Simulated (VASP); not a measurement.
# CdTe (I-4m2) in VASP: further runs

CdTe is run at these levels: LDA; tasks: single point.

Everything below comes from runs of VASP 6.6.1. Logs are shortened: lines on timing, memory, paths and dates and some standing lists are left out, and cuts for length are marked.

## 1. The cell of the first run

The structure is tetragonal, space group I-4m2 (No. 119). The conventional cell has a = 4.623 Å, b = 4.623 Å, c = 6.230 Å, α = 90.00°, β = 90.00°, γ = 90.00°. Within 3.7 Å of Cd (site symmetry -4m2) lie 4 Te at 2.79 Å. Within 3.7 Å of Te (site symmetry -4m2) lie 4 Cd at 2.79 Å.

## 2. Single point, LDA (in-plane strain +0.02, then relaxed in part)

INCAR reads:

```
SYSTEM = CdTe
PREC     = Accurate       ! precision mode
ENCUT    = 520            ! plane-wave cutoff, eV
EDIFF    = 1E-6           ! SCF threshold, eV
ISMEAR   = 0              ! smearing method
SIGMA    = 0.01           ! smearing width, eV
LREAL    = .FALSE.        ! projectors in reciprocal space
LASPH    = .TRUE.         ! aspherical terms in the spheres
NELM     = 100            ! most SCF steps
ALGO     = Normal         ! electronic algorithm
ISIF     = 2              ! what is computed and relaxed
LWAVE    = .FALSE.        ! write WAVECAR
LCHARG   = .FALSE.        ! write CHGCAR
GGA      = CA             ! functional
NBANDS   = 16             ! bands
```

KPOINTS reads:

```
Automatic mesh
0
G
  6 6 6
  0 0 0
```

POSCAR reads:

```
CdTe
1.0
    3.2691000000      3.2691000000      0.0000000000
   -3.2691000000      3.2691000000      0.0000000000
    0.0000000000      3.2691000000      3.1151976459
Cd Te
1 1
Direct
    0.0000000000      0.0000000000      0.0000000000
    0.7500000000      0.2500000000      0.5000000000
```

Potentials or basis: VASP PAW LDA potentials, release 64 (Cd, Te).

On the command line:

```sh
cat potpaw_LDA.64/Cd/POTCAR potpaw_LDA.64/Te/POTCAR > POTCAR
mpirun -np 1 vasp_std > vasp.out
```

OUTCAR:

```text
SYSTEM = CdTe
   PREC = Accurate
   ENCUT = 520
   EDIFF = 1E-6
   ISMEAR = 0
   LREAL = .FALSE.
   LASPH = .TRUE.
   NELM = 100
   ISIF = 2
   GGA = CA

 ion  position               nearest neighbor table
   1  0.000  0.000  0.000-   2 2.79   2 2.79   2 2.79   2 2.79
   2  0.750  0.250  0.500-   1 2.79   1 2.79   1 2.79   1 2.79

  LATTYP: Found a body centered tetragonal cell.
 ALAT       =     4.6232055568
 C/A-ratio  =     1.3476353615

  Lattice vectors:

 A1 = (   3.2691000000,   0.0000000000,  -3.1151976459)
 A2 = (  -3.2691000000,   0.0000000000,  -3.1151976459)
 A3 = (   0.0000000000,   3.2691000000,   3.1151976459)

Analysis of symmetry for initial positions (statically):
=====================================================================
 Subroutine PRICEL returns:
 Original cell was already a primitive cell.

 Routine SETGRP: Setting up the symmetry group for a
 body centered tetragonal supercell.

 Subroutine GETGRP returns: Found  8 space group operations
 (whereof  8 operations were pure point group operations)
 out of a pool of 16 trial point group operations.

The static configuration has the point symmetry D_2d.

Analysis of symmetry for dynamics (positions and initial velocities):
=====================================================================
 Subroutine PRICEL returns:
 Original cell was already a primitive cell.

 Routine SETGRP: Setting up the symmetry group for a
 body centered tetragonal supercell.

 Subroutine GETGRP returns: Found  8 space group operations
 (whereof  8 operations were pure point group operations)
 out of a pool of 16 trial point group operations.

The dynamic configuration has the point symmetry D_2d.

 Subroutine INISYM returns: Found  8 space group operations
 (whereof  8 operations are pure point group operations),
 and found     1 'primitive' translations

----------------------------------------------------------------------------------------

                                     Primitive cell

  volume of cell :      66.5843

  direct lattice vectors                    reciprocal lattice vectors
     3.269100000  3.269100000  0.000000000     0.152947294  0.152947294 -0.160503460
    -3.269100000  3.269100000  0.000000000    -0.152947294  0.152947294 -0.160503460
     0.000000000  3.269100000  3.115197646     0.000000000  0.000000000  0.321006920

  length of vectors
     4.623205557  4.623205557  4.515691662     0.269345708  0.269345708  0.321006920

  position of ions in fractional coordinates (direct lattice)
     0.000000000  0.000000000  0.000000000
     0.750000000  0.250000000  0.500000000

  ion indices of the primitive-cell ions
   primitive index   ion index
                 1           1
                 2           2

----------------------------------------------------------------------------------------

 KPOINTS: Automatic mesh

Automatic generation of k-mesh.
 Grid dimensions read from file:
 generate k-points for:    6    6    6

 Generating k-lattice:

  Cartesian coordinates                     Fractional coordinates (reciprocal lattice)
     0.025491216  0.025491216 -0.026750577     0.166666667  0.000000000  0.000000000
    -0.025491216  0.025491216 -0.026750577     0.000000000  0.166666667  0.000000000
     0.000000000  0.000000000  0.053501153     0.000000000  0.000000000  0.166666667

  Length of vectors
     0.044890951  0.044890951  0.053501153

  Shift w.r.t. Gamma in fractional coordinates (k-lattice)
     0.000000000  0.000000000  0.000000000

 Subroutine IBZKPT returns following result:
 ===========================================

 Found     30 irreducible k-points:

 Following reciprocal coordinates:
            Coordinates               Weight
  0.000000  0.000000  0.000000      1.000000
  0.166667  0.000000  0.000000      8.000000
  0.333333  0.000000  0.000000      8.000000
  0.500000  0.000000  0.000000      4.000000
  0.166667  0.166667  0.000000      8.000000
  0.333333  0.166667  0.000000     16.000000
[... 16 lines left out ...]
 -0.333333 -0.333333  0.166667      4.000000
 -0.166667 -0.333333  0.166667     16.000000
 [... further k-points ...]
   k-points           NKPTS =     30   k-points in BZ     NKDIM =     30   number of bands    NBANDS=     16
   number of dos      NEDOS =    301   number of ions     NIONS =      2
   total plane-waves  NPLWV =  46656
   dimension x,y,z NGX =    36 NGY =   36 NGZ =   36
   dimension x,y,z NGXF=    72 NGYF=   72 NGZF=   72
   ions per type =               1   1
   NGX,Y,Z   is equivalent  to a cutoff of  12.95, 12.95, 13.25 a.u.
   NGXF,Y,Z  is equivalent  to a cutoff of  25.89, 25.89, 26.51 a.u.
 SYSTEM =  CdTe
   PREC   = accura    normal or accurate (medium, high low for compatibility)
   ISTART =      0    job   : 0-new  1-cont  2-samecut
   ICHARG =      2    charge: 1-file 2-atom 10-const
   ISPIN  =      1    spin polarized calculation?
   LNONCOLLINEAR =      F non collinear calculations
   LSORBIT =      F    spin-orbit coupling
   LASPH  =      T    aspherical Exc in radial PAW
   ENCUT  =  520.0 eV  38.22 Ry    6.18 a.u.   8.60  8.60  8.40*2*pi/ulx,y,z
   NELM   =    100;   NELMIN=  2; NELMDL= -5     # of ELM steps
   EDIFF  = 0.1E-05   stopping-criterion for ELM
   LREAL  =      F    real-space projection
   EDIFFG = 0.1E-04   stopping-criterion for IOM
   NSW    =      0    number of steps for IOM
   IBRION =     -1    ionic relax: 0-MD 1-quasi-New 2-CG
   NFREE  =      0    steps in history (QN), initial steepest desc. (CG)
   ISIF   =      2    stress and relaxation
   ISYM   =      2    0-nonsym 1-usesym 2-fastsym
   POTIM  = 0.5000    time-step for ionic-motion
   TEBEG  =    0.0;   TEEND  =   0.0 temperature during run
   PSTRESS=    0.0 pullay stress
   NELECT =      18.0000    total number of electrons
   NUPDOWN=      -1.0000    fix difference up-down
   EMIN   =  10.00;   EMAX   =-10.00  energy-range for DOS
   EFERMI =   0.00;   METHOD = LEGACY
   ISMEAR =     0;   SIGMA  =   0.01  broadening in eV -4-tet -1-fermi 0-gaus
   EFERMI_NEDOS =   21; number of points for ismear=-14 and -15
   IALGO  =     38    algorithm
   IMIX   =      4    mixing-type and parameters
     AMIX     =   0.40;   BMIX     =  1.00
     AMIX_MAG =   1.60;   BMIX_MAG =  1.00
  volume/ion in A,a.u.               =      33.29       224.67
  Fermi-wavevector in a.u.,A,eV,Ry     =   1.058543  2.000355 15.245496  1.120512
  Thomas-Fermi vector in A             =   2.193856
   LORBIT       =      0    0 simple, 1 ext, 2 COOP (PROOUT), +10 PAW based schemes
   GGA     = CA    functional components
   LHFCALC =     F    Hartree Fock is set to
   AEXX    =    0.0000 exact exchange contribution
   IVDW    =     0    specifies the selected vdW correction
   LEPSILON=     F    determine dielectric tensor
   LRPA    =     F    only Hartree local field effects (RPA)
 non-spin polarized calculation
 Gauss-broadening in eV      SIGMA  =   0.01
  energy-cutoff  :      520.00
  volume of cell :       66.58
 maximum number of plane-waves:      1812
 NGX is ok and might be reduce to    36
   NGX = 17   NGY = 17   NGZ = 17

 number of electron      17.9999995 magnetization

 Free energy of the ion-electron system (eV)
  ---------------------------------------------------
  ext. energy  EPLUGINS =         0.00000000
  ---------------------------------------------------
  free energy    TOTEN  =        -6.03867087 eV

  energy without entropy =       -6.03867087  energy(sigma->0) =       -6.03867087

 E-fermi :   2.5231     XC(G=0):  -9.0422

 val. band max:        2.4584515443   @ k =   0.0000   0.0000   0.0000
 cond. band min:       2.9696267666   @ k =   0.0000   0.0000   0.0000
 fundamental gap:      0.5111752222
 Fermi energy:         2.5231361795

 k-point     1 :       0.0000    0.0000    0.0000
  band No.  band energies     occupation
      1      -9.0018      2.00000
      2      -6.0124      2.00000
      3      -6.0124      2.00000
      4      -6.0023      2.00000
      5      -5.7363      2.00000
      6      -5.7246      2.00000
[... 8 lines left out ...]
     15      11.4001      0.00000
     16      11.9778      0.00000

 k-point     2 :       0.1667    0.0000    0.0000
  band No.  band energies     occupation
      1      -8.8948      2.00000
      2      -5.9928      2.00000
      3      -5.9860      2.00000
      4      -5.9262      2.00000
      5      -5.7360      2.00000
      6      -5.7271      2.00000
[... 8 lines left out ...]
     15      10.5996      0.00000
     16      11.0321      0.00000

 k-point     3 :       0.3333    0.0000    0.0000
  band No.  band energies     occupation
      1      -8.6800      2.00000
      2      -5.9604      2.00000
      3      -5.9497      2.00000
      4      -5.7320      2.00000
      5      -5.7272      2.00000
      6      -5.6340      2.00000
[... 8 lines left out ...]
     15      11.2243      0.00000
     16      11.2297      0.00000

 k-point     4 :       0.5000    0.0000    0.0000
  band No.  band energies     occupation
      1      -8.5743      2.00000
      2      -5.9485      2.00000
      3      -5.9350      2.00000
      4      -5.7258      2.00000
      5      -5.7176      2.00000
      6      -5.3684      2.00000
[... 8 lines left out ...]
     15      12.4649      0.00000
     16      12.7974      0.00000

 k-point     5 :       0.1667    0.1667    0.0000
  band No.  band energies     occupation
      1      -8.7503      2.00000
      2      -5.9673      2.00000
      3      -5.9519      2.00000
      4      -5.8019      2.00000
      5      -5.7400      2.00000
      6      -5.6978      2.00000
[... 8 lines left out ...]
     15      11.2926      0.00000
     16      11.9531      0.00000

 k-point     6 :       0.3333    0.1667    0.0000
  band No.  band energies     occupation
      1      -8.5761      2.00000
      2      -5.9380      2.00000
      3      -5.9198      2.00000
      4      -5.7400      2.00000
      5      -5.7314      2.00000
      6      -5.4290      2.00000
[... 8 lines left out ...]
     15      11.4190      0.00000
     16      12.7045      0.00000

 k-point     7 :       0.5000    0.1667    0.0000
  band No.  band energies     occupation
      1      -8.5445      2.00000
      2      -5.9338      2.00000
      3      -5.9074      2.00000
      4      -5.7462      2.00000
      5      -5.7204      2.00000
      6      -5.3506      2.00000
[... 8 lines left out ...]
     15      12.1789      0.00000
     16      12.6738      0.00000

 k-point     8 :      -0.3333    0.1667   -0.0000
  band No.  band energies     occupation
      1      -8.6856      2.00000
      2      -5.9475      2.00000
      3      -5.9245      2.00000
      4      -5.7853      2.00000
      5      -5.7196      2.00000
      6      -5.6697      2.00000
[... 8 lines left out ...]
     15      11.8317      0.00000
     16      12.2797      0.00000

 k-point     9 :      -0.1667    0.1667    0.0000
  band No.  band energies     occupation
      1      -8.8625      2.00000
      2      -5.9750      2.00000
      3      -5.9598      2.00000
      4      -5.9317      2.00000
      5      -5.7448      2.00000
      6      -5.7198      2.00000
[... 8 lines left out ...]
     15      11.3110      0.00000
     16      12.0235      0.00000
[... 172 lines left out ...]
 k-point    19 :       0.3333    0.3333    0.1667
  band No.  band energies     occupation
      1      -8.5485      2.00000
      2      -5.9134      2.00000
      3      -5.8943      2.00000
      4      -5.7737      2.00000
      5      -5.7197      2.00000
      6      -5.4197      2.00000
[... 8 lines left out ...]
     15      12.6693      0.00000
     16      13.5797      0.00000

 k-point    20 :       0.5000    0.3333    0.1667
  band No.  band energies     occupation
      1      -8.4827      2.00000
      2      -5.9063      2.00000
      3      -5.8787      2.00000
      4      -5.7555      2.00000
      5      -5.7276      2.00000
      6      -5.2193      2.00000
[... 8 lines left out ...]
     15      12.6212      0.00000
     16      13.1872      0.00000

 k-point    21 :       0.5000    0.5000    0.1667
  band No.  band energies     occupation
      1      -8.4518      2.00000
      2      -5.8842      2.00000
      3      -5.8533      2.00000
      4      -5.7828      2.00000
      5      -5.7166      2.00000
      6      -5.1767      2.00000
[... 8 lines left out ...]
     15      13.0601      0.00000
     16      13.3630      0.00000

 k-point    22 :      -0.1667    0.5000    0.1667
  band No.  band energies     occupation
      1      -8.5471      2.00000
      2      -5.9155      2.00000
      3      -5.8910      2.00000
      4      -5.7729      2.00000
      5      -5.7198      2.00000
      6      -5.4256      2.00000
[... 8 lines left out ...]
     15      12.2934      0.00000
     16      13.5334      0.00000

 k-point    23 :      -0.3333   -0.3333    0.1667
  band No.  band energies     occupation
      1      -8.4469      2.00000
      2      -5.8800      2.00000
      3      -5.8614      2.00000
      4      -5.7763      2.00000
      5      -5.7222      2.00000
      6      -5.1680      2.00000
[... 8 lines left out ...]
     15      13.7116      0.00000
     16      13.7472      0.00000

 k-point    24 :      -0.1667   -0.3333    0.1667
  band No.  band energies     occupation
      1      -8.4756      2.00000
      2      -5.9041      2.00000
      3      -5.8793      2.00000
      4      -5.7605      2.00000
      5      -5.7286      2.00000
      6      -5.2014      2.00000
[... 8 lines left out ...]
     15      12.8681      0.00000
     16      13.7386      0.00000

 [... further k-points ...]
[... 5 lines left out ...]
  --------------------------------------------------------------------------------------
  -------------------------------------------------------------------------------------
  Total       -0.2379256     -0.2379256      0.1029011      0.0000000      0.0000000     -0.0000000
  in kB       -5.7250557     -5.7250557      2.4760460      0.0000000      0.0000000     -0.0000000
  external PRESSURE =      -2.9913552 kB  Pullay stress =       0.0000000 kB

 VOLUME and BASIS-vectors are now :
 -----------------------------------------------------------------------------
  energy-cutoff  :      520.00
  volume of cell :       66.58
      direct lattice vectors                 reciprocal lattice vectors
     3.269100000  3.269100000  0.000000000     0.152947294  0.152947294 -0.160503460
    -3.269100000  3.269100000  0.000000000    -0.152947294  0.152947294 -0.160503460
     0.000000000  3.269100000  3.115197646     0.000000000  0.000000000  0.321006920

 POSITION                                       TOTAL-FORCE (eV/Angst)
 -----------------------------------------------------------------------------------
      0.00000      0.00000      0.00000        -0.000000     -0.000000      0.000000
      1.63455      4.90365      1.55760         0.000000      0.000000      0.000000
 -----------------------------------------------------------------------------------
    total drift:                               -0.000000      0.000000     -0.000000

  FREE ENERGIE OF THE ION-ELECTRON SYSTEM (eV)
  ---------------------------------------------------
  free  energy   TOTEN  =        -6.0386708684 eV

  energy  without entropy=       -6.0386708684  energy(sigma->0) =       -6.03867087
```

It took 40 s on 1 thread of Intel Xeon Platinum 8375C at 2.90GHz (Ice Lake), shared host; peak memory 0.18 GiB.

What came out:

| Quantity | Value |
| --- | --- |
| Free energy | -6.0387 eV |
| Pressure | -0.3 GPa |
| Band gap on the k mesh | 0.51 eV, direct |

Levels at points of the mesh, in eV from the valence-band top:
```tsv
k point	band 6	band 7	band 8	band 9	band 10	band 11	band 12	band 13
(0.00, 0.00, 0.00)	-8.18	-0.15	-0.15	0.00	0.51	4.39	4.40	4.40
(0.50, 0.00, 0.00)	-7.83	-4.72	-1.03	-0.80	1.56	4.85	5.16	6.79
(0.50, 0.50, 0.00)	-7.71	-4.66	-2.02	-1.95	2.36	2.58	8.52	8.75
(0.00, 0.00, 0.50)	-7.63	-4.42	-2.20	-2.20	2.18	2.20	8.88	8.99
```

Caveat: the cell differs from its parent crystal (in-plane strain +0.02, then relaxed in part); spin-orbit coupling is left out, which moves the levels of the heavy elements.

## 3. Single point, LDA (film at in-plane strain +0.02)

INCAR reads:

```
PREC = Accurate
ENCUT = 520
EDIFF = 1E-6
ISMEAR = 0
SIGMA = 0.01
LREAL = False
LASPH = True
NELM = 80
ALGO = Normal
ISIF = 2
LWAVE = False
LCHARG = False
NBANDS = 16
```

KPOINTS reads:

```
Automatic mesh
0
Gamma
  6 6 6
```

POSCAR is that of step 2.

Potentials or basis: VASP PAW LDA potentials, release 64 (Cd, Te).

On the command line:

```sh
cat potpaw_LDA.64/Cd/POTCAR potpaw_LDA.64/Te/POTCAR > POTCAR
mpirun -np 1 vasp_std > vasp.out
```

It took 40 s on 1 thread of Intel Xeon Platinum 8375C at 2.90GHz (Ice Lake), shared host; peak memory 0.18 GiB.

Results (log left out):

| Quantity | Value |
| --- | --- |
| Free energy | -6.0387 eV |
| Pressure | -0.3 GPa |
| Band gap on the k mesh | 0.51 eV, direct |

Stress tensor (GPa, compression positive):
```
-0.57  0.00  0.00
 0.00 -0.57  0.00
 0.00  0.00  0.25
```

Levels at points of the mesh, in eV from the valence-band top:
| k point | band 5 | band 6 | band 7 | band 8 | band 9 | band 10 | band 11 | band 12 | band 13 | band 14 |
| --- | --- | --- | --- | --- | --- | --- | --- | --- | --- | --- |
| (0.00, 0.00, 0.00) | -8.19 | -8.18 | -0.15 | -0.15 | 0.00 | 0.51 | 4.39 | 4.40 | 4.40 | 7.15 |
| (0.50, 0.00, 0.00) | -8.18 | -7.83 | -4.72 | -1.03 | -0.80 | 1.56 | 4.85 | 5.16 | 6.79 | 8.40 |
| (0.50, 0.50, 0.00) | -8.16 | -7.71 | -4.66 | -2.02 | -1.95 | 2.36 | 2.58 | 8.52 | 8.75 | 9.10 |
| (0.00, 0.00, 0.50) | -8.15 | -7.63 | -4.42 | -2.20 | -2.20 | 2.18 | 2.20 | 8.88 | 8.99 | 8.99 |

Caveat: the cell differs from its parent crystal (film at in-plane strain +0.02); spin-orbit coupling is left out, which moves the levels of the heavy elements.

## 4. Single point, LDA (in-plane strain +0.02)

INCAR reads:

```
PREC = Accurate ; ENCUT = 520
EDIFF = 1E-7 ; ISMEAR = 0
SIGMA = 0.01 ; LREAL = F
LASPH = T ; NELM = 60
ALGO = Normal ; ISIF = 2
LWAVE = F ; LCHARG = F
GGA = CA ; NBANDS = 16
```

KPOINTS reads:

```
regular mesh
0
Gamma
  6 6 6
```

POSCAR, as its differences from that of step 3:

```diff
@@ -4,3 +4,3 @@
    -3.2691000000      3.2691000000      0.0000000000
-    0.0000000000      3.2691000000      3.1151976459
+    0.0000000000      3.2691000000      3.1665400000
 Cd Te
```

On the command line:

```sh
cat potpaw_LDA.64/Cd/POTCAR potpaw_LDA.64/Te/POTCAR > POTCAR
mpirun -np 1 vasp_std > vasp.out
```

It took 42 s on 1 thread of Intel Xeon Platinum 8375C at 2.90GHz (Ice Lake), shared host; peak memory 0.19 GiB.

Results (log left out):

```yaml
Free_energy: -6.0375 eV
Pressure: -1.0 GPa
Band_gap_on_the_k_mesh: 0.50 eV, direct
```

Stress tensor (GPa, compression positive):
```
-1.17  0.00  0.00
 0.00 -1.17  0.00
 0.00  0.00 -0.59
```

Levels at points of the mesh, in eV from the valence-band top:
```
           k point  band 6  band 7  band 8  band 9  band 10  band 11  band 12  band 13
(0.00, 0.00, 0.00)   -8.11   -0.10   -0.10    0.00     0.50     4.43     4.44     4.44
(0.50, 0.00, 0.00)   -7.76   -4.60   -0.94   -0.78     1.59     4.93     5.13     6.80
(0.50, 0.50, 0.00)   -7.64   -4.52   -1.95   -1.90     2.40     2.57     8.51     8.80
(0.00, 0.00, 0.50)   -7.59   -4.37   -2.07   -2.07     2.28     2.32     8.75     8.94
```

Caveat: the cell differs from its parent crystal (in-plane strain +0.02); spin-orbit coupling is left out, which moves the levels of the heavy elements.
